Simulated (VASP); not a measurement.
# Au (P6/mmm) in VASP: relaxation of cell and atoms with PBE

Aim: the relaxation of cell and atoms of Au with PBE.

Everything below comes from runs of VASP 6.6.1. Logs are shortened: lines on timing, memory, paths and dates and some standing lists are left out, and cuts for length are marked.

### Step 1. The cell of the first run

It takes space group P6/mmm (No. 191, hexagonal). The conventional cell has a = 4.646 Å, b = 4.646 Å, c = 2.881 Å, α = 90.00°, β = 90.00°, γ = 120.00°. Within 3.8 Å of Au (site symmetry 6/mmm) lie 14 Au at 2.88 to 3.04 Å. Au (site symmetry -6m2) has 11 Au at 2.68 to 3.04 Å within 3.5 Å.

This isn't the form of Au at room conditions, which is fcc.

### Step 2. Relaxation of cell and atoms, PBE

The input, INCAR:

```
ALGO = Normal ; EDIFF = 1E-6
EDIFFG = -0.005 ; ENCUT = 600
GGA = PE ; IBRION = 2
ISIF = 3 ; ISMEAR = -1
LASPH = T ; LCHARG = F
LREAL = F ; LWAVE = F
NELM = 60 ; NSW = 60
PREC = Accurate ; SIGMA = 0.08
```

The input, KPOINTS:

```
k-points
0
Gamma
  9 9 12
```

The input, POSCAR:

```
Au
1.0
    4.6463507160      0.0000000000      0.0000000000
   -2.3231753580      4.0238577550      0.0000000000
    0.0000000000      0.0000000000      2.8807374440
Au
3
Direct
    0.0000000000      0.0000000000      0.0000000000
    0.3333333333      0.6666666667      0.5000000000
    0.6666666667      0.3333333333      0.5000000000
```

Potentials or basis: VASP PAW PBE potentials, release 64 (Au).

Run with:

```sh
$ cat potpaw_PBE.64/Au/POTCAR > POTCAR
$ mpirun -np 1 vasp_std > vasp.out
```

OUTCAR:

```text
EDIFF = 1E-6
   EDIFFG = -0.005
   ENCUT = 600
   GGA = PE
   IBRION = 2
   ISIF = 3
   ISMEAR = -1
   LASPH = T
   LREAL = F
   NELM = 60
   NSW = 60
   PREC = Accurate

 ion  position               nearest neighbor table
   1  0.000  0.000  0.000-   2 3.04   3 3.04   2 3.04   3 3.04   3 3.04   3 3.04   2 3.04   2 3.04
                             3 3.04   3 3.04   2 3.04   2 3.04
   2  0.333  0.667  0.500-   3 2.68   3 2.68   3 2.68   1 3.04   1 3.04   1 3.04   1 3.04   1 3.04
                             1 3.04
   3  0.667  0.333  0.500-   2 2.68   2 2.68   2 2.68   1 3.04   1 3.04   1 3.04   1 3.04   1 3.04
                             1 3.04

  LATTYP: Found a hexagonal cell.
 ALAT       =     4.6463507160
 C/A-ratio  =     0.6200000000

  Lattice vectors:

 A1 = (   4.6463507160,   0.0000000000,   0.0000000000)
 A2 = (  -2.3231753580,   4.0238577550,   0.0000000000)
 A3 = (   0.0000000000,   0.0000000000,   2.8807374440)

Analysis of symmetry for initial positions (statically):
=====================================================================
 Subroutine PRICEL returns:
 Original cell was already a primitive cell.

 Routine SETGRP: Setting up the symmetry group for a
 hexagonal supercell.

 Subroutine GETGRP returns: Found 24 space group operations
 (whereof 24 operations were pure point group operations)
 out of a pool of 24 trial point group operations.

The static configuration has the point symmetry D_6h.

Analysis of symmetry for dynamics (positions and initial velocities):
=====================================================================
 Subroutine PRICEL returns:
 Original cell was already a primitive cell.

 Routine SETGRP: Setting up the symmetry group for a
 hexagonal supercell.

 Subroutine GETGRP returns: Found 24 space group operations
 (whereof 24 operations were pure point group operations)
 out of a pool of 24 trial point group operations.

The dynamic configuration has the point symmetry D_6h.

 Subroutine INISYM returns: Found 24 space group operations
 (whereof 24 operations are pure point group operations),
 and found     1 'primitive' translations

----------------------------------------------------------------------------------------

                                     Primitive cell

  volume of cell :      53.8590

  direct lattice vectors                    reciprocal lattice vectors
     4.646350716  0.000000000  0.000000000     0.215222669  0.124258866  0.000000000
    -2.323175358  4.023857755  0.000000000     0.000000000  0.248517731  0.000000000
     0.000000000  0.000000000  2.880737444     0.000000000  0.000000000  0.347133336

  length of vectors
     4.646350716  4.646350716  2.880737444     0.248517731  0.248517731  0.347133336

  position of ions in fractional coordinates (direct lattice)
     0.000000000  0.000000000  0.000000000
     0.333333333  0.666666667  0.500000000
     0.666666667  0.333333333  0.500000000

  ion indices of the primitive-cell ions
   primitive index   ion index
                 1           1
                 2           2
                 3           3

----------------------------------------------------------------------------------------

 KPOINTS: k-points

Automatic generation of k-mesh.
 Grid dimensions read from file:
 generate k-points for:    9    9   12

 Generating k-lattice:

  Cartesian coordinates                     Fractional coordinates (reciprocal lattice)
     0.023913630  0.013806541  0.000000000     0.111111111  0.000000000  0.000000000
     0.000000000  0.027613081  0.000000000     0.000000000  0.111111111  0.000000000
     0.000000000  0.000000000  0.028927778     0.000000000  0.000000000  0.083333333

  Length of vectors
     0.027613081  0.027613081  0.028927778

  Shift w.r.t. Gamma in fractional coordinates (k-lattice)
     0.000000000  0.000000000  0.000000000

 Subroutine IBZKPT returns following result:
 ===========================================

 Found     84 irreducible k-points:

 Following reciprocal coordinates:
            Coordinates               Weight
  0.000000  0.000000  0.000000      1.000000
  0.111111  0.000000  0.000000      6.000000
  0.222222  0.000000  0.000000      6.000000
  0.333333 -0.000000  0.000000      6.000000
  0.444444  0.000000  0.000000      6.000000
  0.111111  0.111111  0.000000      6.000000
[... 16 lines left out ...]
  0.333333  0.222222  0.083333     24.000000
  0.333333  0.333333  0.083333      4.000000
 [... further k-points ...]
   k-points           NKPTS =     84   k-points in BZ     NKDIM =     84   number of bands    NBANDS=     20
   number of dos      NEDOS =    301   number of ions     NIONS =      3
   total plane-waves  NPLWV =  38400
   dimension x,y,z NGX =    40 NGY =   40 NGZ =   24
   dimension x,y,z NGXF=    80 NGYF=   80 NGZF=   48
   ions per type =               3
   NGX,Y,Z   is equivalent  to a cutoff of  14.31, 14.31, 13.85 a.u.
   NGXF,Y,Z  is equivalent  to a cutoff of  28.62, 28.62, 27.70 a.u.
 SYSTEM =  unknown system
   PREC   = accura    normal or accurate (medium, high low for compatibility)
   ISTART =      0    job   : 0-new  1-cont  2-samecut
   ICHARG =      2    charge: 1-file 2-atom 10-const
   ISPIN  =      1    spin polarized calculation?
   LNONCOLLINEAR =      F non collinear calculations
   LSORBIT =      F    spin-orbit coupling
   LASPH  =      T    aspherical Exc in radial PAW
   ENCUT  =  600.0 eV  44.10 Ry    6.64 a.u.   9.28  9.28  5.75*2*pi/ulx,y,z
   NELM   =     60;   NELMIN=  2; NELMDL= -5     # of ELM steps
   EDIFF  = 0.1E-05   stopping-criterion for ELM
   LREAL  =      F    real-space projection
   EDIFFG = -.5E-02   stopping-criterion for IOM
   NSW    =     60    number of steps for IOM
   IBRION =      2    ionic relax: 0-MD 1-quasi-New 2-CG
   NFREE  =      1    steps in history (QN), initial steepest desc. (CG)
   ISIF   =      3    stress and relaxation
   ISYM   =      2    0-nonsym 1-usesym 2-fastsym
   POTIM  = 0.5000    time-step for ionic-motion
   TEBEG  =    0.0;   TEEND  =   0.0 temperature during run
   PSTRESS=    0.0 pullay stress
   NELECT =      33.0000    total number of electrons
   NUPDOWN=      -1.0000    fix difference up-down
   EMIN   =  10.00;   EMAX   =-10.00  energy-range for DOS
   EFERMI =   0.00;   METHOD = LEGACY
   ISMEAR =    -1;   SIGMA  =   0.08  broadening in eV -4-tet -1-fermi 0-gaus
   EFERMI_NEDOS =   21; number of points for ismear=-14 and -15
   IALGO  =     38    algorithm
   IMIX   =      4    mixing-type and parameters
     AMIX     =   0.40;   BMIX     =  1.00
     AMIX_MAG =   1.60;   BMIX_MAG =  1.00
  volume/ion in A,a.u.               =      17.95       121.15
  Fermi-wavevector in a.u.,A,eV,Ry     =   1.390465  2.627598 26.305406  1.933393
  Thomas-Fermi vector in A             =   2.514397
   LORBIT       =      0    0 simple, 1 ext, 2 COOP (PROOUT), +10 PAW based schemes
   GGA     = PE    functional components
   LHFCALC =     F    Hartree Fock is set to
   AEXX    =    0.0000 exact exchange contribution
   IVDW    =     0    specifies the selected vdW correction
   LEPSILON=     F    determine dielectric tensor
   LRPA    =     F    only Hartree local field effects (RPA)
 conjugate gradient relaxation of ions
 non-spin polarized calculation
  energy-cutoff  :      600.00
  volume of cell :       53.86
 maximum number of plane-waves:      1824
 NGX is ok and might be reduce to    40
   NGX = 19   NGY = 19   NGZ = 11

--------------------------------------- Ionic step        1  -------------------------------------------

 number of electron      33.0000003 magnetization

 Free energy of the ion-electron system (eV)
  ---------------------------------------------------
  ext. energy  EPLUGINS =         0.00000000
  ---------------------------------------------------
  free energy    TOTEN  =        -9.43608328 eV

  energy without entropy =       -9.41554258  energy(sigma->0) =       -9.42581293

------------------------ aborting loop because EDIFF is reached ----------------------------------------

  FORCE on cell =-STRESS in cart. coord.  units (eV):
  Direction    XX          YY          ZZ          XY          YZ          ZX
  --------------------------------------------------------------------------------------
  -------------------------------------------------------------------------------------
  Total        1.9194853      1.9194853     -0.5409575      0.0000000      0.0000000      0.0000000
  in kB       57.1001284     57.1001284    -16.0922011      0.0000000      0.0000000      0.0000000
  external PRESSURE =      32.7026852 kB  Pullay stress =       0.0000000 kB
[... 92 lines left out ...]
  FREE ENERGIE OF THE ION-ELECTRON SYSTEM (eV)
  ---------------------------------------------------
  free  energy   TOTEN  =        -9.4746820763 eV

  energy  without entropy=       -9.4548111860  energy(sigma->0) =       -9.46474663

[... ionic steps 4 to 7 ...]

--------------------------------------- Ionic step        8  -------------------------------------------

 number of electron      32.9999998 magnetization

------------------------ aborting loop because EDIFF is reached ----------------------------------------

  FORCE on cell =-STRESS in cart. coord.  units (eV):
  Direction    XX          YY          ZZ          XY          YZ          ZX
  --------------------------------------------------------------------------------------
  -------------------------------------------------------------------------------------
  Total        0.0045475      0.0045475     -0.0243057      0.0000000     -0.0000000      0.0000000
  in kB        0.1325650      0.1325650     -0.7085346      0.0000000     -0.0000000      0.0000000
  external PRESSURE =      -0.1478015 kB  Pullay stress =       0.0000000 kB
[... 59 lines left out ...]
  energy  without entropy=       -9.4714013766  energy(sigma->0) =       -9.48035969

--------------------------------------- Ionic step       10  -------------------------------------------

 number of electron      32.9999998 magnetization

 Free energy of the ion-electron system (eV)
  ---------------------------------------------------
  ext. energy  EPLUGINS =         0.00000000
  ---------------------------------------------------
  free energy    TOTEN  =        -9.48932412 eV

  energy without entropy =       -9.47145217  energy(sigma->0) =       -9.48038815

 E-fermi :   8.3115     XC(G=0): -12.2773

 val. band max:        8.2472865358   @ k =   0.3333   0.3333   0.3333
 cond. band min:       8.3215110247   @ k =   0.2222   0.1111   0.0833
 fundamental gap:      0.0742244889
 Fermi energy:         8.3114950916

 k-point     1 :       0.0000    0.0000    0.0000
  band No.  band energies     occupation
      1      -0.8003      2.00000
      2       1.9176      2.00000
      3       2.9972      2.00000
      4       3.4402      2.00000
      5       3.6536      2.00000
      6       3.6536      2.00000
[... 12 lines left out ...]
     19      13.3455      0.00000
[... 513 lines left out ...]
      4       3.0141      2.00000
      5       3.0141      2.00000
      6       3.2764      2.00000
[... 12 lines left out ...]
     19      16.0348      0.00000
     20      16.3789      0.00000

 [... further k-points ...]

------------------------ aborting loop because EDIFF is reached ----------------------------------------

  FORCE on cell =-STRESS in cart. coord.  units (eV):
  Direction    XX          YY          ZZ          XY          YZ          ZX
  --------------------------------------------------------------------------------------
  -------------------------------------------------------------------------------------
  Total        0.0009348      0.0009348      0.0097249      0.0000000      0.0000000      0.0000000
  in kB        0.0272565      0.0272565      0.2835651      0.0000000      0.0000000      0.0000000
  external PRESSURE =       0.1126927 kB  Pullay stress =       0.0000000 kB
[... 18 lines left out ...]
  FREE ENERGIE OF THE ION-ELECTRON SYSTEM (eV)
  ---------------------------------------------------
  free  energy   TOTEN  =        -9.4893241207 eV

  energy  without entropy=       -9.4714521704  energy(sigma->0) =       -9.48038815

 reached required accuracy - stopping structural energy minimisation
```

Run time: 3.9 min. Hardware: 1 thread of Intel Xeon Platinum 8488C (Sapphire Rapids), shared host; peak memory 0.25 GiB.

Results:

```
Free energy                           : -9.4893 eV
Relaxed volume                        : 18.32 Å³/atom
Relaxed cell                          : a = 4.755 Å, b = 4.755 Å, c = 2.807 Å, α = 90.00°, β = 90.00°, γ = 120.00°
Space group after relaxing (to 0.1 Å) : P6/mmm (No. 191)
Energy gained by relaxing             : 17.7 meV/atom
Ionic steps                           : 10
Pressure after relaxing               : 0.0 GPa
Band gap on the k mesh                : zero (an odd number of electrons rules out a gap without spin polarisation)
```

Step by step:
```tsv
step	energy change (eV)	largest force (eV/Å)	pressure (GPa)	volume (Å³)
1	0.0000	0.0000	3.27	53.86
2	-0.0287	0.0000	-3.89	56.74
3	-0.0386	0.0000	-1.75	55.73
4	-0.0527	0.0000	0.02	54.95
5	-0.0531	0.0000	-0.25	55.06
6	-0.0531	0.0000	-0.28	55.07
7	-0.0532	0.0000	0.20	54.88
8	-0.0532	0.0000	-0.01	54.96
9	-0.0532	0.0000	-0.04	54.97
10	-0.0532	0.0000	0.01	54.95
```

Final structure:
```cif
data_structure
_symmetry_space_group_name_H-M 'P 1'
_symmetry_Int_Tables_number 1
_cell_length_a 4.7546
_cell_length_b 4.7546
_cell_length_c 2.8066
_cell_angle_alpha 90.000
_cell_angle_beta 90.000
_cell_angle_gamma 120.000
_cell_volume 54.95
loop_
_atom_site_label
_atom_site_type_symbol
_atom_site_fract_x
_atom_site_fract_y
_atom_site_fract_z
_atom_site_occupancy
Au1 Au 0.00000 0.00000 0.00000 1
Au2 Au 0.33333 0.66667 0.50000 1
Au3 Au 0.66667 0.33333 0.50000 1
```

Levels at points of the mesh, in eV from the Fermi level:
| k point | band 14 | band 15 | band 16 | band 17 | band 18 | band 19 |
| --- | --- | --- | --- | --- | --- | --- |
| (0.00, 0.00, 0.00) | -3.18 | -1.80 | -1.80 | 2.62 | 3.42 | 5.03 |
| (0.00, 0.00, 0.50) | -2.11 | -1.13 | 0.16 | 0.59 | 6.40 | 6.62 |

Caveat: spin-orbit coupling is left out, which moves the levels of the heavy elements.

The gap in the log of VASP goes by the Fermi energy; the results here count the filled bands.